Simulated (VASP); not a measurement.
Input of a VASP 6.6.1 run:

The input INCAR:

```
SYSTEM = B2AsN
  ALGO = Normal
  EDIFF = 1E-6
  ENCUT = 520
  ISIF = 2
  ISMEAR = 0
  LASPH = .TRUE.
  LCHARG = .TRUE.
  LELF = .TRUE.
  LREAL = .FALSE.
  LVHAR = .TRUE.
  LWAVE = .FALSE.
  NBANDS = 16
  NELM = 80
  PREC = Accurate
  SIGMA = 0.1
```

File KPOINTS:

```
k-points
0
G
  15 15 12
  0 0 0
```

The input POSCAR:

```
B2AsN
1.0
    3.7322560385      0.0000000000      0.0000000000
   -1.8661280192      3.2322285428      0.0000000000
    0.0000000000      0.0000000000      3.7376914774
B As N
2 1 1
Direct
    0.3333333333      0.6666666667      0.0000000000
    0.6666666667      0.3333333333      0.0000000000
    0.0000000000      0.0000000000      0.0000000000
    0.0000000000      0.0000000000      0.5000000000
```

Potentials or basis: VASP PAW LDA potentials, release 64 (B, As, N).

The run is started by

```sh
$ cat potpaw_LDA.64/B/POTCAR potpaw_LDA.64/As/POTCAR potpaw_LDA.64/N/POTCAR > POTCAR
$ mpirun -np 1 vasp_std > vasp.out
```

Estimate the pressure.

1.1 GPa.

Estimate the band gap on the k mesh.

zero (band 8 reaches 7.62 eV, above the bottom of band 9 at 3.89 eV).

Stress tensor (GPa, compression positive):
```
0.86 0.00 0.00
0.00 0.86 0.00
0.00 0.00 1.72
```
